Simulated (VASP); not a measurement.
# Os4C (Pm-3m) in VASP: a series of runs

Os4C is run at these levels: PBE; tasks: single point.

All numbers are computed with VASP 6.6.1; they aren't measurements. Logs are shortened: lines on timing, memory, paths and dates and some standing lists are left out, and cuts for length are marked.

## 1. The cell of the first run

Symmetry: Pm-3m, No. 221, cubic system. Conventional cell: a = 4.031 Å, b = 4.031 Å, c = 4.031 Å, α = 90.00°, β = 90.00°, γ = 90.00°. Within 2.7 Å of Os (site symmetry 4/mmm) lie 2 C at 2.02 Å. Within 3.8 Å of Os (site symmetry m-3m) lie 12 Os at 2.85 Å and 8 C at 3.49 Å. Within 2.7 Å of C (site symmetry m-3m) lie 6 Os at 2.02 Å.

## 2. Single point, PBE

Contents of INCAR:

```
ALGO = Normal
EDIFF = 1E-6
ENCUT = 520
GGA = PE
ISIF = 2
ISMEAR = 0
LASPH = True
LCHARG = True
LELF = True
LREAL = False
LVHAR = True
LWAVE = False
NBANDS = 26
NELM = 80
PREC = Accurate
SIGMA = 0.1
```

Contents of KPOINTS:

```
k-points
0
Gamma
  4 4 4
```

Contents of POSCAR:

```
Os4C
1.0
    4.0308998721      0.0000000000      0.0000000000
    0.0000000000      4.0308998721      0.0000000000
    0.0000000000      0.0000000000      4.0308998721
Os C
4 1
Direct
    0.5000000000      0.0000000000      0.0000000000
    0.0000000000      0.5000000000      0.0000000000
    0.0000000000      0.0000000000      0.5000000000
    0.5000000000      0.5000000000      0.5000000000
    0.0000000000      0.0000000000      0.0000000000
```

Potentials or basis: VASP PAW PBE potentials, release 64 (Os, C).

On the command line:

```
$ cat potpaw_PBE.64/Os/POTCAR potpaw_PBE.64/C/POTCAR > POTCAR
$ mpirun -np 1 vasp_std > vasp.out
```

OUTCAR:

```text
EDIFF = 1E-6
   ENCUT = 520
   GGA = PE
   ISIF = 2
   ISMEAR = 0
   LASPH = True
   LREAL = False
   NELM = 80
   PREC = Accurate

 ion  position               nearest neighbor table
   1  0.500  0.000  0.000-   5 2.02   5 2.02   4 2.85   2 2.85   3 2.85   4 2.85   2 2.85   4 2.85
                             4 2.85   2 2.85   3 2.85   3 2.85   3 2.85   2 2.85
   2  0.000  0.500  0.000-   5 2.02   5 2.02   4 2.85   1 2.85   3 2.85   4 2.85   1 2.85   3 2.85
                             3 2.85   3 2.85   1 2.85   4 2.85   4 2.85   1 2.85
   3  0.000  0.000  0.500-   5 2.02   5 2.02   4 2.85   1 2.85   1 2.85   2 2.85   2 2.85   2 2.85
                             4 2.85   2 2.85   1 2.85   4 2.85   1 2.85   4 2.85
   4  0.500  0.500  0.500-   1 2.85   2 2.85   3 2.85   1 2.85   2 2.85   1 2.85   3 2.85   1 2.85
                             2 2.85   3 2.85   2 2.85   3 2.85
   5  0.000  0.000  0.000-   1 2.02   2 2.02   3 2.02   3 2.02   2 2.02   1 2.02

  LATTYP: Found a simple cubic cell.
 ALAT       =     4.0308998721

  Lattice vectors:

 A1 = (   4.0308998721,   0.0000000000,   0.0000000000)
 A2 = (   0.0000000000,   4.0308998721,   0.0000000000)
 A3 = (   0.0000000000,   0.0000000000,   4.0308998721)

Analysis of symmetry for initial positions (statically):
=====================================================================
 Subroutine PRICEL returns:
 Original cell was already a primitive cell.

 Routine SETGRP: Setting up the symmetry group for a
 simple cubic supercell.

 Subroutine GETGRP returns: Found 48 space group operations
[... 9 lines left out ...]

 Routine SETGRP: Setting up the symmetry group for a
 simple cubic supercell.

 Subroutine GETGRP returns: Found 48 space group operations
[... 11 lines left out ...]
                                     Primitive cell

  volume of cell :      65.4947

  direct lattice vectors                    reciprocal lattice vectors
     4.030899872  0.000000000  0.000000000     0.248083562  0.000000000  0.000000000
     0.000000000  4.030899872  0.000000000     0.000000000  0.248083562  0.000000000
     0.000000000  0.000000000  4.030899872     0.000000000  0.000000000  0.248083562

  length of vectors
     4.030899872  4.030899872  4.030899872     0.248083562  0.248083562  0.248083562

  position of ions in fractional coordinates (direct lattice)
     0.500000000  0.000000000  0.000000000
     0.000000000  0.500000000  0.000000000
     0.000000000  0.000000000  0.500000000
     0.500000000  0.500000000  0.500000000
     0.000000000  0.000000000  0.000000000

  ion indices of the primitive-cell ions
   primitive index   ion index
                 1           1
                 2           2
                 3           3
[... 61 lines left out ...]
   EDIFFG = 0.1E-04   stopping-criterion for IOM
   NSW    =      0    number of steps for IOM
   IBRION =     -1    ionic relax: 0-MD 1-quasi-New 2-CG
   NFREE  =      0    steps in history (QN), initial steepest desc. (CG)
   ISIF   =      2    stress and relaxation
   ISYM   =      2    0-nonsym 1-usesym 2-fastsym
   POTIM  = 0.5000    time-step for ionic-motion
   TEBEG  =    0.0;   TEEND  =   0.0 temperature during run
   PSTRESS=    0.0 pullay stress
   NELECT =      36.0000    total number of electrons
   NUPDOWN=      -1.0000    fix difference up-down
   EMIN   =  10.00;   EMAX   =-10.00  energy-range for DOS
   EFERMI =   0.00;   METHOD = LEGACY
   ISMEAR =     0;   SIGMA  =   0.10  broadening in eV -4-tet -1-fermi 0-gaus
   EFERMI_NEDOS =   21; number of points for ismear=-14 and -15
   IALGO  =     38    algorithm
   IMIX   =      4    mixing-type and parameters
     AMIX     =   0.40;   BMIX     =  1.00
     AMIX_MAG =   1.60;   BMIX_MAG =  1.00
  volume/ion in A,a.u.               =      13.10        88.40
  Fermi-wavevector in a.u.,A,eV,Ry     =   1.341036  2.534190 24.468399  1.798377
  Thomas-Fermi vector in A             =   2.469301
   LORBIT       =      0    0 simple, 1 ext, 2 COOP (PROOUT), +10 PAW based schemes
   GGA     = PE    functional components
   LHFCALC =     F    Hartree Fock is set to
   AEXX    =    0.0000 exact exchange contribution
   IVDW    =     0    specifies the selected vdW correction
   LEPSILON=     F    determine dielectric tensor
   LRPA    =     F    only Hartree local field effects (RPA)
 non-spin polarized calculation
 Gauss-broadening in eV      SIGMA  =   0.10
  energy-cutoff  :      520.00
  volume of cell :       65.49
 maximum number of plane-waves:      1791
 NGX is ok and might be reduce to    30
   NGX = 15   NGY = 15   NGZ = 15

 number of electron      35.9999993 magnetization

 Free energy of the ion-electron system (eV)
  ---------------------------------------------------
  ext. energy  EPLUGINS =         0.00000000
  ---------------------------------------------------
  free energy    TOTEN  =       -50.58643121 eV

  energy without entropy =      -50.54895360  energy(sigma->0) =      -50.56769241

 E-fermi :   8.9661     XC(G=0): -13.6000

 val. band max:        8.9537788515   @ k =   0.2500   0.0000   0.0000
 cond. band min:       8.9701937108   @ k =   0.5000   0.5000   0.2500
 fundamental gap:      0.0164148594
 Fermi energy:         8.9660763942

 k-point     1 :       0.0000    0.0000    0.0000
  band No.  band energies     occupation
      1      -7.3010      2.00000
      2      -0.0819      2.00000
      3       2.3311      2.00000
      4       2.3311      2.00000
      5       2.3747      2.00000
      6       2.3747      2.00000
[... 279 lines left out ...]
     25      13.9037      0.00000
     26      13.9037      0.00000

------------------------ aborting loop because EDIFF is reached ----------------------------------------

  FORCE on cell =-STRESS in cart. coord.  units (eV):
  Direction    XX          YY          ZZ          XY          YZ          ZX
  --------------------------------------------------------------------------------------
  -------------------------------------------------------------------------------------
  Total        0.5910528      0.5910528      0.5910528      0.0000000     -0.0000000      0.0000000
  in kB       14.4587526     14.4587526     14.4587526      0.0000000     -0.0000000      0.0000000
  external PRESSURE =      14.4587526 kB  Pullay stress =       0.0000000 kB

 VOLUME and BASIS-vectors are now :
 -----------------------------------------------------------------------------
  energy-cutoff  :      520.00
  volume of cell :       65.49
      direct lattice vectors                 reciprocal lattice vectors
     4.030899872  0.000000000  0.000000000     0.248083562  0.000000000  0.000000000
     0.000000000  4.030899872  0.000000000     0.000000000  0.248083562  0.000000000
     0.000000000  0.000000000  4.030899872     0.000000000  0.000000000  0.248083562

 POSITION                                       TOTAL-FORCE (eV/Angst)
 -----------------------------------------------------------------------------------
      2.01545      0.00000      0.00000         0.000000      0.000000      0.000000
      0.00000      2.01545      0.00000         0.000000      0.000000      0.000000
      0.00000      0.00000      2.01545         0.000000      0.000000      0.000000
      2.01545      2.01545      2.01545         0.000000      0.000000      0.000000
      0.00000      0.00000      0.00000         0.000000      0.000000      0.000000
 -----------------------------------------------------------------------------------
    total drift:                                0.000000     -0.000000      0.000000

  FREE ENERGIE OF THE ION-ELECTRON SYSTEM (eV)
  ---------------------------------------------------
  free  energy   TOTEN  =       -50.5864312146 eV

  energy  without entropy=      -50.5489536041  energy(sigma->0) =      -50.56769241
```

OSZICAR:

```text
N       E                     dE             d eps       ncg     rms          rms(c)
DAV:   1     0.263413790460E+03    0.26341E+03   -0.17053E+04   520   0.134E+03
DAV:   2    -0.305418861834E+02   -0.29396E+03   -0.28000E+03   524   0.445E+02
DAV:   3    -0.547964022553E+02   -0.24255E+02   -0.22953E+02   700   0.946E+01
DAV:   4    -0.559219666260E+02   -0.11256E+01   -0.11036E+01   638   0.236E+01
DAV:   5    -0.559442150109E+02   -0.22248E-01   -0.22200E-01   668   0.288E+00    0.451E+01
DAV:   6    -0.510097799564E+02    0.49344E+01   -0.17414E+01   728   0.246E+01    0.153E+01
DAV:   7    -0.507477606170E+02    0.26202E+00   -0.18351E+00   662   0.102E+01    0.910E+00
DAV:   8    -0.508008251156E+02   -0.53064E-01   -0.91781E-01   708   0.864E+00    0.576E+00
DAV:   9    -0.505931854471E+02    0.20764E+00   -0.75156E-01   712   0.524E+00    0.123E+00
DAV:  10    -0.505874455016E+02    0.57399E-02   -0.38128E-02   644   0.128E+00    0.415E-01
DAV:  11    -0.505864344791E+02    0.10110E-02   -0.54064E-03   652   0.581E-01    0.982E-02
DAV:  12    -0.505864373159E+02   -0.28368E-05   -0.26308E-04   638   0.106E-01    0.281E-02
DAV:  13    -0.505864297071E+02    0.76088E-05   -0.19815E-05   646   0.295E-02    0.146E-02
DAV:  14    -0.505864316105E+02   -0.19034E-05   -0.81453E-06   626   0.197E-02    0.375E-03
DAV:  15    -0.505864312146E+02    0.39585E-06   -0.43183E-07   282   0.487E-03
   1 F= -.50586431E+02 E0= -.50567692E+02  d E =-.374776E-01
```

stdout:

```text
POSCAR found type information on POSCAR OsC
 POSCAR found :  2 types and       5 ions
 scaLAPACK will be used
 LDA part: xc-table for (Slater+PW92), standard interpolation
 POSCAR, INCAR and KPOINTS ok, starting setup
 FFT: planning ... GRIDC
 FFT: planning ... GRID_SOFT
 FFT: planning ... GRID
 WAVECAR not read
 entering main loop
```

Wall time 12 s (1 thread of AMD EPYC 9R45 (Zen 5), shared host); peak memory 0.14 GiB.

What came out:

```yaml
Free_energy: -50.5864 eV
Pressure: 1.4 GPa
Band_gap_on_the_k_mesh: zero (band 18 reaches 10.23 eV, above the bottom of band 19 at 8.18 eV)
```

Levels at points of the mesh, in eV from the Fermi level:
| k point | band 15 | band 16 | band 17 | band 18 | band 19 | band 20 | band 21 | band 22 |
| --- | --- | --- | --- | --- | --- | --- | --- | --- |
| (0.00, 0.00, 0.00) | -1.40 | 0.98 | 0.98 | 1.26 | 1.41 | 1.41 | 1.41 | 2.10 |
| (0.50, 0.00, 0.00) | -1.50 | -1.50 | -1.45 | -1.31 | -0.78 | 0.52 | 1.06 | 1.06 |
| (0.50, 0.50, 0.00) | -1.77 | -1.26 | -1.23 | -0.76 | -0.76 | -0.72 | 1.88 | 1.98 |
| (0.50, 0.50, 0.50) | -0.85 | -0.85 | 0.64 | 0.64 | 0.64 | 1.03 | 1.03 | 1.03 |

Caveat: the k points lie up to 0.39 Å⁻¹ apart; spin-orbit coupling is left out, which moves the levels of the heavy elements.

## 3. Single point, PBE

This run uses another cell than the first one, of 17.77 Å³/atom, 1.357 times its volume.

Contents of INCAR:

```
SYSTEM = Os4C
ALGO = Normal ; EDIFF = 1E-7
ENCUT = 520 ; GGA = PE
ISIF = 2 ; ISMEAR = 0
LASPH = .True. ; LCHARG = .False.
LREAL = .False. ; LWAVE = .False.
NBANDS = 26 ; NELM = 80
PREC = Accurate ; SIGMA = 0.1
```

Contents of KPOINTS:

```
k-points
0
Gamma
  4 4 4
  0 0 0
```

Edit POSCAR of step 2 so:

```diff
@@ -2,5 +2,5 @@
 1.0
-    4.0308998721      0.0000000000      0.0000000000
-    0.0000000000      4.0308998721      0.0000000000
-    0.0000000000      0.0000000000      4.0308998721
+    4.4622872000      0.0000000000      0.0000000000
+    0.0000000000      4.4622872000      0.0000000000
+    0.0000000000      0.0000000000      4.4622872000
 Os C
```

Potentials or basis: VASP PAW PBE potentials, release 64 (Os, C).

On the command line:

```
$ cat potpaw_PBE.64/Os/POTCAR potpaw_PBE.64/C/POTCAR > POTCAR
$ mpirun -np 1 vasp_std > vasp.out
```

OUTCAR:

```text
SYSTEM = Os4C
   EDIFF = 1E-7
   ENCUT = 520
   GGA = PE
   ISIF = 2
   ISMEAR = 0
   LASPH = .True.
   LREAL = .False.
   NELM = 80
   PREC = Accurate

 ion  position               nearest neighbor table
   1  0.500  0.000  0.000-   5 2.23   5 2.23   4 3.16   2 3.16   3 3.16   4 3.16   2 3.16   4 3.16
                             4 3.16   2 3.16   3 3.16   3 3.16   3 3.16   2 3.16
   2  0.000  0.500  0.000-   5 2.23   5 2.23   4 3.16   1 3.16   3 3.16   4 3.16   1 3.16   3 3.16
                             3 3.16   3 3.16   1 3.16   4 3.16   4 3.16   1 3.16
   3  0.000  0.000  0.500-   5 2.23   5 2.23   4 3.16   1 3.16   1 3.16   2 3.16   2 3.16   2 3.16
                             4 3.16   2 3.16   1 3.16   4 3.16   1 3.16   4 3.16
   4  0.500  0.500  0.500-   1 3.16   2 3.16   3 3.16   1 3.16   2 3.16   1 3.16   3 3.16   1 3.16
                             2 3.16   3 3.16   2 3.16   3 3.16
   5  0.000  0.000  0.000-   1 2.23   2 2.23   3 2.23   3 2.23   2 2.23   1 2.23

  LATTYP: Found a simple cubic cell.
 ALAT       =     4.4622872000

  Lattice vectors:

 A1 = (   4.4622872000,   0.0000000000,   0.0000000000)
[... 170 lines left out ...]

 val. band max:        5.0227628476   @ k =   0.5000   0.5000   0.2500
 cond. band min:       5.0875678782   @ k =   0.2500   0.0000   0.0000
 fundamental gap:      0.0648050306
 Fermi energy:         5.0714329257

 k-point     1 :       0.0000    0.0000    0.0000
  band No.  band energies     occupation
      1      -8.0822      2.00000
      2      -1.4480      2.00000
      3       0.8332      2.00000
      4       0.8332      2.00000
      5       0.9053      2.00000
      6       0.9053      2.00000
[... 279 lines left out ...]
     25       8.0881      0.00000
     26       8.0881      0.00000

------------------------ aborting loop because EDIFF is reached ----------------------------------------

  FORCE on cell =-STRESS in cart. coord.  units (eV):
  Direction    XX          YY          ZZ          XY          YZ          ZX
  --------------------------------------------------------------------------------------
  -------------------------------------------------------------------------------------
  Total      -28.5451719    -28.5451719    -28.5451719     -0.0000000      0.0000000     -0.0000000
  in kB     -514.7195796   -514.7195796   -514.7195796     -0.0000000      0.0000000     -0.0000000
  external PRESSURE =    -514.7195796 kB  Pullay stress =       0.0000000 kB

 VOLUME and BASIS-vectors are now :
 -----------------------------------------------------------------------------
  energy-cutoff  :      520.00
  volume of cell :       88.85
      direct lattice vectors                 reciprocal lattice vectors
     4.462287200  0.000000000  0.000000000     0.224100322  0.000000000  0.000000000
     0.000000000  4.462287200  0.000000000     0.000000000  0.224100322  0.000000000
     0.000000000  0.000000000  4.462287200     0.000000000  0.000000000  0.224100322

 POSITION                                       TOTAL-FORCE (eV/Angst)
 -----------------------------------------------------------------------------------
      2.23114      0.00000      0.00000         0.000000      0.000000      0.000000
      0.00000      2.23114      0.00000         0.000000      0.000000      0.000000
      0.00000      0.00000      2.23114         0.000000      0.000000      0.000000
      2.23114      2.23114      2.23114         0.000000      0.000000      0.000000
      0.00000      0.00000      0.00000         0.000000      0.000000      0.000000
 -----------------------------------------------------------------------------------
    total drift:                                0.000000      0.000000     -0.000000

  FREE ENERGIE OF THE ION-ELECTRON SYSTEM (eV)
  ---------------------------------------------------
  free  energy   TOTEN  =       -45.5815223104 eV

  energy  without entropy=      -45.5297572386  energy(sigma->0) =      -45.55563977
```

OSZICAR:

```text
N       E                     dE             d eps       ncg     rms          rms(c)
DAV:   1     0.210859525518E+03    0.21086E+03   -0.16107E+04   520   0.128E+03
DAV:   2    -0.258368730823E+02   -0.23670E+03   -0.22273E+03   528   0.389E+02
DAV:   3    -0.496178241577E+02   -0.23781E+02   -0.22164E+02   780   0.845E+01
DAV:   4    -0.507116297822E+02   -0.10938E+01   -0.10631E+01   684   0.212E+01
DAV:   5    -0.507429696774E+02   -0.31340E-01   -0.31260E-01   718   0.313E+00    0.228E+01
DAV:   6    -0.466425881699E+02    0.41004E+01   -0.27360E+01   786   0.277E+01    0.916E+00
DAV:   7    -0.483895420145E+02   -0.17470E+01   -0.20651E+01   766   0.231E+01    0.126E+01
DAV:   8    -0.456559980691E+02    0.27335E+01   -0.35203E+00   816   0.166E+01    0.361E+00
DAV:   9    -0.456278280652E+02    0.28170E-01   -0.79039E-01   736   0.544E+00    0.251E+00
DAV:  10    -0.455822662354E+02    0.45562E-01   -0.12535E-01   702   0.240E+00    0.840E-01
DAV:  11    -0.455823638232E+02   -0.97588E-04   -0.64391E-03   730   0.566E-01    0.325E-01
DAV:  12    -0.455815233400E+02    0.84048E-03   -0.19371E-03   778   0.395E-01    0.378E-02
DAV:  13    -0.455815287690E+02   -0.54289E-05   -0.10235E-04   576   0.740E-02    0.172E-02
DAV:  14    -0.455815236218E+02    0.51472E-05   -0.11073E-05   804   0.191E-02    0.111E-02
DAV:  15    -0.455815229050E+02    0.71681E-06   -0.20064E-06   750   0.849E-03    0.400E-03
DAV:  16    -0.455815224224E+02    0.48263E-06   -0.26080E-07   430   0.369E-03    0.122E-03
DAV:  17    -0.455815223122E+02    0.11016E-06   -0.72653E-08   290   0.206E-03    0.580E-04
DAV:  18    -0.455815223104E+02    0.17899E-08   -0.25521E-08   286   0.116E-03
   1 F= -.45581522E+02 E0= -.45555640E+02  d E =-.517651E-01
```

Run time: 20 s. Hardware: 1 thread of AMD EPYC 9R45 (Zen 5), shared host; peak memory 0.18 GiB.

What came out:

```
Free energy            : -45.5815 eV
Pressure               : -51.5 GPa
Band gap on the k mesh : zero (band 18 reaches 5.75 eV, above the bottom of band 19 at 4.53 eV)
```

Levels at points of the mesh, in eV from the Fermi level:
```
           k point  band 14  band 15  band 16  band 17  band 18  band 19  band 20  band 21  band 22  band 23
(0.00, 0.00, 0.00)    -0.97    -0.97     0.50     0.50     0.68     0.73     0.73     0.73     1.19     1.19
(0.50, 0.00, 0.00)    -1.04    -0.95    -0.95    -0.94    -0.79    -0.54     0.26     0.73     0.77     0.77
(0.50, 0.50, 0.00)    -2.00    -1.08    -0.82    -0.74    -0.48    -0.48    -0.46     0.94     1.13     1.13
(0.50, 0.50, 0.50)    -0.11    -0.11    -0.11     0.29     0.29     0.29     0.53     0.53     0.53     0.85
```

Caveat: spin-orbit coupling is left out, which moves the levels of the heavy elements.
